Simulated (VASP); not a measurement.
# BAs (F-43m) in VASP: notebook

BAs is run at these levels: PBEsol; tasks: single point.

Program: VASP 6.6.1. These are calculated values, not measurements. Logs are shortened: lines on timing, memory, paths and dates and some standing lists are left out, and cuts for length are marked.

## (1) The cell of the first run

Symmetry: F-43m, No. 216, cubic system. Conventional cell: a = 4.793 Å, b = 4.793 Å, c = 4.793 Å, α = 90.00°, β = 90.00°, γ = 90.00°. Within 2.7 Å of B (site symmetry -43m) lie 4 As at 2.08 Å. Within 2.7 Å of As (site symmetry -43m) lie 4 B at 2.08 Å.

## (2) Single point, PBEsol

Contents of INCAR:

```
PREC = Accurate ; ENCUT = 520
EDIFF = 1E-6 ; ISMEAR = 0
SIGMA = 0.05 ; LREAL = F
LASPH = T ; NELM = 100
ALGO = Normal ; ISIF = 2
LWAVE = F ; LCHARG = T
GGA = PS ; LELF = T
LVHAR = T ; NBANDS = 11
```

Contents of KPOINTS:

```
Automatic mesh
0
Gamma
  12 12 12
```

Contents of POSCAR:

```
BAs
1.0
    0.0000000000      2.3964352742      2.3964352742
    2.3964352742      0.0000000000      2.3964352742
    2.3964352742      2.3964352742      0.0000000000
B As
1 1
Direct
    0.0000000000      0.0000000000      0.0000000000
    0.7500000000      0.7500000000      0.7500000000
```

Potentials or basis: VASP PAW PBE potentials, release 64 (B, As).

Run with:

```
cat potpaw_PBE.64/B/POTCAR potpaw_PBE.64/As/POTCAR > POTCAR
mpirun -np 1 vasp_std > vasp.out
```

OUTCAR:

```text
PREC = Accurate
   ENCUT = 520
   EDIFF = 1E-6
   ISMEAR = 0
   LREAL = F
   LASPH = T
   NELM = 100
   ISIF = 2
   GGA = PS

 ion  position               nearest neighbor table
   1  0.000  0.000  0.000-   2 2.08   2 2.08   2 2.08   2 2.08
   2  0.750  0.750  0.750-   1 2.08   1 2.08   1 2.08   1 2.08

  LATTYP: Found a face centered cubic cell.
 ALAT       =     4.7928705484

  Lattice vectors:

 A1 = (   0.0000000000,   2.3964352742,   2.3964352742)
 A2 = (   2.3964352742,   0.0000000000,   2.3964352742)
 A3 = (   2.3964352742,   2.3964352742,   0.0000000000)

Analysis of symmetry for initial positions (statically):
=====================================================================
 Subroutine PRICEL returns:
 Original cell was already a primitive cell.

 Routine SETGRP: Setting up the symmetry group for a
 face centered cubic supercell.

 Subroutine GETGRP returns: Found 24 space group operations
 (whereof 24 operations were pure point group operations)
 out of a pool of 48 trial point group operations.

The static configuration has the point symmetry T_d .

Analysis of symmetry for dynamics (positions and initial velocities):
=====================================================================
 Subroutine PRICEL returns:
 Original cell was already a primitive cell.

 Routine SETGRP: Setting up the symmetry group for a
 face centered cubic supercell.

 Subroutine GETGRP returns: Found 24 space group operations
 (whereof 24 operations were pure point group operations)
 out of a pool of 48 trial point group operations.

The dynamic configuration has the point symmetry T_d .

 Subroutine INISYM returns: Found 24 space group operations
 (whereof 24 operations are pure point group operations),
 and found     1 'primitive' translations

----------------------------------------------------------------------------------------

                                     Primitive cell

  volume of cell :      27.5250

  direct lattice vectors                    reciprocal lattice vectors
     0.000000000  2.396435274  2.396435274    -0.208643232  0.208643232  0.208643232
     2.396435274  0.000000000  2.396435274     0.208643232 -0.208643232  0.208643232
     2.396435274  2.396435274  0.000000000     0.208643232  0.208643232 -0.208643232

  length of vectors
     3.389071266  3.389071266  3.389071266     0.361380678  0.361380678  0.361380678

  position of ions in fractional coordinates (direct lattice)
     0.000000000  0.000000000  0.000000000
     0.750000000  0.750000000  0.750000000

  ion indices of the primitive-cell ions
   primitive index   ion index
                 1           1
[... 85 lines left out ...]
   NUPDOWN=      -1.0000    fix difference up-down
   EMIN   =  10.00;   EMAX   =-10.00  energy-range for DOS
   EFERMI =   0.00;   METHOD = LEGACY
   ISMEAR =     0;   SIGMA  =   0.05  broadening in eV -4-tet -1-fermi 0-gaus
   EFERMI_NEDOS =   21; number of points for ismear=-14 and -15
   IALGO  =     38    algorithm
   IMIX   =      4    mixing-type and parameters
     AMIX     =   0.40;   BMIX     =  1.00
     AMIX_MAG =   1.60;   BMIX_MAG =  1.00
  volume/ion in A,a.u.               =      13.76        92.87
  Fermi-wavevector in a.u.,A,eV,Ry     =   1.084416  2.049249 15.999872  1.175957
  Thomas-Fermi vector in A             =   2.220505
   LORBIT       =      0    0 simple, 1 ext, 2 COOP (PROOUT), +10 PAW based schemes
   GGA     = PS    functional components
   LHFCALC =     F    Hartree Fock is set to
   AEXX    =    0.0000 exact exchange contribution
   IVDW    =     0    specifies the selected vdW correction
   LEPSILON=     F    determine dielectric tensor
   LRPA    =     F    only Hartree local field effects (RPA)
 non-spin polarized calculation
 Gauss-broadening in eV      SIGMA  =   0.05
  energy-cutoff  :      520.00
  volume of cell :       27.52
 maximum number of plane-waves:       754
 NGX is ok and might be reduce to    28
   NGX = 13   NGY = 13   NGZ = 13

 number of electron       8.0000000 magnetization

 Free energy of the ion-electron system (eV)
  ---------------------------------------------------
  ext. energy  EPLUGINS =         0.00000000
  ---------------------------------------------------
  free energy    TOTEN  =       -12.20321513 eV

  energy without entropy =      -12.20321513  energy(sigma->0) =      -12.20321513

 E-fermi :   6.2406     XC(G=0): -10.6889

 val. band max:        5.9346473484   @ k =   0.0000   0.0000   0.0000
 cond. band min:       7.0266297096   @ k =   0.4167   0.4167   0.0000
 fundamental gap:      1.0919823611
 Fermi energy:         6.2405827053

 k-point     1 :       0.0000    0.0000    0.0000
  band No.  band energies     occupation
      1      -9.4118      2.00000
      2       5.9346      2.00000
      3       5.9346      2.00000
      4       5.9346      2.00000
      5       9.1623      0.00000
      6       9.1623      0.00000
      7       9.1623      0.00000
      8      10.4905      0.00000
      9      15.2327      0.00000
     10      18.8246      0.00000
     11      18.8246      0.00000
[... 309 lines left out ...]
 k-point    24 :      -0.4167    0.1667    0.0000
  band No.  band energies     occupation
      1      -6.2696      2.00000
      2      -2.4328      2.00000
      3       1.9849      2.00000
      4       3.6019      2.00000
      5       9.0823      0.00000
      6      11.3768      0.00000
      7      11.9062      0.00000
      8      15.0313      0.00000
      9      17.3040      0.00000
     10      18.7093      0.00000
     11      20.2069      0.00000

 [... further k-points ...]

------------------------ aborting loop because EDIFF is reached ----------------------------------------

  FORCE on cell =-STRESS in cart. coord.  units (eV):
  Direction    XX          YY          ZZ          XY          YZ          ZX
  --------------------------------------------------------------------------------------
  -------------------------------------------------------------------------------------
  Total       -0.2262482     -0.2262482     -0.2262482     -0.0000000     -0.0000000      0.0000000
  in kB      -13.1694780    -13.1694780    -13.1694780     -0.0000000     -0.0000000      0.0000000
  external PRESSURE =     -13.1694780 kB  Pullay stress =       0.0000000 kB

 VOLUME and BASIS-vectors are now :
 -----------------------------------------------------------------------------
  energy-cutoff  :      520.00
  volume of cell :       27.52
      direct lattice vectors                 reciprocal lattice vectors
     0.000000000  2.396435274  2.396435274    -0.208643232  0.208643232  0.208643232
     2.396435274  0.000000000  2.396435274     0.208643232 -0.208643232  0.208643232
     2.396435274  2.396435274  0.000000000     0.208643232  0.208643232 -0.208643232

 POSITION                                       TOTAL-FORCE (eV/Angst)
 -----------------------------------------------------------------------------------
      0.00000      0.00000      0.00000         0.000000      0.000000      0.000000
      3.59465      3.59465      3.59465        -0.000000     -0.000000     -0.000000
 -----------------------------------------------------------------------------------
    total drift:                                0.000000      0.000000      0.000000

  FREE ENERGIE OF THE ION-ELECTRON SYSTEM (eV)
  ---------------------------------------------------
  free  energy   TOTEN  =       -12.2032151343 eV

  energy  without entropy=      -12.2032151343  energy(sigma->0) =      -12.20321513
```

stdout:

```text
POSCAR found type information on POSCAR B As
 POSCAR found :  2 types and       2 ions
 scaLAPACK will be used
 -----------------------------------------------------------------------------
|                                                                             |
|                                                                             |
|     You enforced a specific xc type in the INCAR file but a different       |
|     I HOPE YOU KNOW WHAT YOU ARE DOING!                                     |
|                                                                             |
 -----------------------------------------------------------------------------

 LDA part: xc-table for (Slater+PW92), standard interpolation
 POSCAR, INCAR and KPOINTS ok, starting setup
 FFT: planning ... GRIDC
 FFT: planning ... GRID_SOFT
 FFT: planning ... GRID
 WAVECAR not read
 entering main loop
```

It took 9.5 s on 1 thread of Intel Xeon 6975P-C (Granite Rapids), shared host; peak memory 0.17 GiB.

What came out:

```yaml
Free_energy: -12.2032 eV
Pressure: -1.3 GPa
Band_gap_on_the_k_mesh: 1.09 eV (least direct gap 3.23 eV)
```

Caveat: the PAW data sets were made with another functional, which shifts forces and pressure a little. A hybrid or GW would open this gap; PBEsol tends to underestimate it.

## (3) Single point, PBEsol

This run uses another cell than the first one, of 13.55 Å³/atom.

Contents of INCAR:

```
SYSTEM = BAs
PREC     = Accurate       ! precision mode
ENCUT    = 520            ! plane-wave cutoff, eV
EDIFF    = 1E-7           ! SCF threshold, eV
ISMEAR   = 0              ! smearing method
SIGMA    = 0.05           ! smearing width, eV
LREAL    = .FALSE.        ! projectors in reciprocal space
LASPH    = .TRUE.         ! aspherical terms in the spheres
NELM     = 100            ! most SCF steps
ALGO     = Normal         ! electronic algorithm
ISIF     = 2              ! what is computed and relaxed
LWAVE    = .FALSE.        ! write WAVECAR
LCHARG   = .FALSE.        ! write CHGCAR
GGA      = PS             ! functional
NBANDS   = 11             ! bands
```

Contents of KPOINTS:

```
Automatic mesh
0
G
  12 12 12
  0 0 0
```

Contents of POSCAR:

```
BAs
1.0
    0.0000000000      2.3839417728      2.3839417728
    2.3839417728      0.0000000000      2.3839417728
    2.3839417728      2.3839417728      0.0000000000
B As
1 1
Direct
    0.0000000000      0.0000000000      0.0000000000
    0.7500000000      0.7500000000      0.7500000000
```

Potentials or basis: VASP PAW PBE potentials, release 64 (B, As).

Run with:

```
cat potpaw_PBE.64/B/POTCAR potpaw_PBE.64/As/POTCAR > POTCAR
mpirun -np 1 vasp_std > vasp.out
```

OUTCAR:

```text
SYSTEM = BAs
   PREC = Accurate
   ENCUT = 520
   EDIFF = 1E-7
   ISMEAR = 0
   LREAL = .FALSE.
   LASPH = .TRUE.
   NELM = 100
   ISIF = 2
   GGA = PS

 ion  position               nearest neighbor table
   1  0.000  0.000  0.000-   2 2.06   2 2.06   2 2.06   2 2.06
   2  0.750  0.750  0.750-   1 2.06   1 2.06   1 2.06   1 2.06

  LATTYP: Found a face centered cubic cell.
 ALAT       =     4.7678835456

  Lattice vectors:

 A1 = (   0.0000000000,   2.3839417728,   2.3839417728)
 A2 = (   2.3839417728,   0.0000000000,   2.3839417728)
 A3 = (   2.3839417728,   2.3839417728,   0.0000000000)

Analysis of symmetry for initial positions (statically):
=====================================================================
 Subroutine PRICEL returns:
 Original cell was already a primitive cell.

 Routine SETGRP: Setting up the symmetry group for a
 face centered cubic supercell.

 Subroutine GETGRP returns: Found 24 space group operations
 (whereof 24 operations were pure point group operations)
 out of a pool of 48 trial point group operations.

The static configuration has the point symmetry T_d .

Analysis of symmetry for dynamics (positions and initial velocities):
=====================================================================
 Subroutine PRICEL returns:
 Original cell was already a primitive cell.

 Routine SETGRP: Setting up the symmetry group for a
 face centered cubic supercell.

 Subroutine GETGRP returns: Found 24 space group operations
 (whereof 24 operations were pure point group operations)
 out of a pool of 48 trial point group operations.

The dynamic configuration has the point symmetry T_d .

 Subroutine INISYM returns: Found 24 space group operations
 (whereof 24 operations are pure point group operations),
 and found     1 'primitive' translations

----------------------------------------------------------------------------------------

                                     Primitive cell

  volume of cell :      27.0967

[... 117 lines left out ...]
   LEPSILON=     F    determine dielectric tensor
   LRPA    =     F    only Hartree local field effects (RPA)
 non-spin polarized calculation
 Gauss-broadening in eV      SIGMA  =   0.05
  energy-cutoff  :      520.00
  volume of cell :       27.10
 maximum number of plane-waves:       745
 NGX is ok and might be reduce to    28
   NGX = 13   NGY = 13   NGZ = 13

 number of electron       8.0000000 magnetization

 Free energy of the ion-electron system (eV)
  ---------------------------------------------------
  ext. energy  EPLUGINS =         0.00000000
  ---------------------------------------------------
  free energy    TOTEN  =       -12.20374066 eV

  energy without entropy =      -12.20374066  energy(sigma->0) =      -12.20374066

 E-fermi :   6.4046     XC(G=0): -10.7555

 val. band max:        6.1070767850   @ k =   0.0000   0.0000   0.0000
 cond. band min:       7.1829655629   @ k =   0.4167   0.4167   0.0000
 fundamental gap:      1.0758887780
 Fermi energy:         6.4045840308

 k-point     1 :       0.0000    0.0000    0.0000
  band No.  band energies     occupation
      1      -9.3824      2.00000
      2       6.1071      2.00000
      3       6.1071      2.00000
      4       6.1071      2.00000
      5       9.3542      0.00000
      6       9.3542      0.00000
      7       9.3542      0.00000
      8      10.8617      0.00000
      9      15.4820      0.00000
     10      19.0615      0.00000
     11      19.0615      0.00000
[... 309 lines left out ...]
 k-point    24 :      -0.4167    0.1667    0.0000
  band No.  band energies     occupation
      1      -6.1787      2.00000
      2      -2.3649      2.00000
      3       2.1071      2.00000
      4       3.7373      2.00000
      5       9.2852      0.00000
      6      11.6169      0.00000
      7      12.1196      0.00000
      8      15.2908      0.00000
      9      17.5697      0.00000
     10      18.9632      0.00000
     11      20.4931      0.00000

 [... further k-points ...]

------------------------ aborting loop because EDIFF is reached ----------------------------------------

  FORCE on cell =-STRESS in cart. coord.  units (eV):
  Direction    XX          YY          ZZ          XY          YZ          ZX
  --------------------------------------------------------------------------------------
  -------------------------------------------------------------------------------------
  Total        0.1484827      0.1484827      0.1484827     -0.0000000     -0.0000000     -0.0000000
  in kB        8.7794922      8.7794922      8.7794922     -0.0000000     -0.0000000     -0.0000000
  external PRESSURE =       8.7794922 kB  Pullay stress =       0.0000000 kB

 VOLUME and BASIS-vectors are now :
 -----------------------------------------------------------------------------
  energy-cutoff  :      520.00
  volume of cell :       27.10
      direct lattice vectors                 reciprocal lattice vectors
     0.000000000  2.383941773  2.383941773    -0.209736666  0.209736666  0.209736666
     2.383941773  0.000000000  2.383941773     0.209736666 -0.209736666  0.209736666
     2.383941773  2.383941773  0.000000000     0.209736666  0.209736666 -0.209736666

 POSITION                                       TOTAL-FORCE (eV/Angst)
 -----------------------------------------------------------------------------------
      0.00000      0.00000      0.00000         0.000000      0.000000      0.000000
      3.57591      3.57591      3.57591        -0.000000     -0.000000     -0.000000
 -----------------------------------------------------------------------------------
    total drift:                                0.000000      0.000000      0.000000

  FREE ENERGIE OF THE ION-ELECTRON SYSTEM (eV)
  ---------------------------------------------------
  free  energy   TOTEN  =       -12.2037406556 eV

  energy  without entropy=      -12.2037406556  energy(sigma->0) =      -12.20374066
```

OSZICAR:

```text
N       E                     dE             d eps       ncg     rms          rms(c)
DAV:   1     0.122131068055E+02    0.12213E+02   -0.38411E+03  1584   0.645E+02
DAV:   2    -0.120520970295E+02   -0.24265E+02   -0.22941E+02  2130   0.106E+02
DAV:   3    -0.128200991475E+02   -0.76800E+00   -0.76592E+00  1980   0.173E+01
DAV:   4    -0.128221814804E+02   -0.20823E-02   -0.20823E-02  1737   0.102E+00
DAV:   5    -0.128221845300E+02   -0.30496E-05   -0.30496E-05  1895   0.420E-02    0.487E+00
DAV:   6    -0.122827644808E+02    0.53942E+00   -0.13629E+00  1701   0.469E+00    0.241E+00
DAV:   7    -0.122127739943E+02    0.69990E-01   -0.18831E-01  1860   0.209E+00    0.932E-01
DAV:   8    -0.122035537273E+02    0.92203E-02   -0.18565E-02  1788   0.745E-01    0.922E-02
DAV:   9    -0.122036854905E+02   -0.13176E-03   -0.68343E-04  1797   0.156E-01    0.518E-02
DAV:  10    -0.122037380778E+02   -0.52587E-04   -0.84870E-05  1689   0.540E-02    0.946E-03
DAV:  11    -0.122037407255E+02   -0.26477E-05   -0.18498E-06  1936   0.982E-03    0.911E-03
DAV:  12    -0.122037406239E+02    0.10162E-06   -0.10018E-06  1707   0.497E-03    0.301E-03
DAV:  13    -0.122037406556E+02   -0.31716E-07   -0.36271E-08   984   0.129E-03
   1 F= -.12203741E+02 E0= -.12203741E+02  d E =-.206115E-19
```

stdout:

```text
POSCAR found type information on POSCAR B As
 POSCAR found :  2 types and       2 ions
 scaLAPACK will be used
 -----------------------------------------------------------------------------
|                                                                             |
|                                                                             |
|     You enforced a specific xc type in the INCAR file but a different       |
|     I HOPE YOU KNOW WHAT YOU ARE DOING!                                     |
|                                                                             |
 -----------------------------------------------------------------------------

 LDA part: xc-table for (Slater+PW92), standard interpolation
 POSCAR, INCAR and KPOINTS ok, starting setup
 FFT: planning ... GRIDC
 FFT: planning ... GRID_SOFT
 FFT: planning ... GRID
 WAVECAR not read
 entering main loop
```

Run time: 9.8 s. Hardware: 1 thread of Intel Xeon 6975P-C (Granite Rapids), shared host; peak memory 0.16 GiB.

Results:

| Property | Result |
| --- | --- |
| Free energy | -12.2037 eV |
| Pressure | 0.9 GPa |
| Band gap on the k mesh | 1.08 eV (least direct gap 3.25 eV) |

Levels at points of the mesh, in eV from the valence-band top:
```
           k point  band 1  band 2  band 3  band 4  band 5  band 6  band 7  band 8  band 9
(0.00, 0.00, 0.00)  -15.49    0.00    0.00    0.00    3.25    3.25    3.25    4.75    9.37
(0.50, 0.00, 0.00)  -12.58   -8.88   -1.84   -1.84    2.69    4.73    4.73    8.72   12.60
(0.50, 0.50, 0.00)  -11.27   -8.57   -4.13   -4.13    1.31    1.33   11.40   11.40   12.83
```

Caveat: the PAW data sets were made with another functional, which shifts forces and pressure a little. A hybrid or GW would open this gap; PBEsol tends to underestimate it.
